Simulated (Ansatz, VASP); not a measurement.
# One calculation of Os, two programs

```xyz
1
Lattice="0.0000 1.9450 2.0034 1.9450 0.0000 2.0034 1.9450 1.9450 0.0000" Properties=species:S:1:pos:R:3 pbc="T T T"
Os    0.0000    0.0000    0.0000
```

Change from the starting cell: zz strain of +3 %.

Alike in both runs: task single point; functional PBE; k mesh 14 × 14 × 14; occupations fermi-dirac, width 0.05 eV; no spin polarisation.

```csv
,VASP,Ansatz
version,VASP 6.6.1,Ansatz 0.2.0
potentials or method,"VASP PAW PBE potentials, release 64 (Os), cutoff 520 eV","all-electron LAPW, scalar-relativistic"
```

|  | VASP | Ansatz | Ansatz less VASP |
| --- | --- | --- | --- |
| pressure (GPa) | -19.1 | -18.7 | +0.43 |
| traceless stress, the component that is largest in VASP (GPa) | -5.23 | -5.29 | -0.059 |

Ansatz ran all-electron here, and VASP with PAW potentials.

Neither program's run includes spin-orbit coupling.
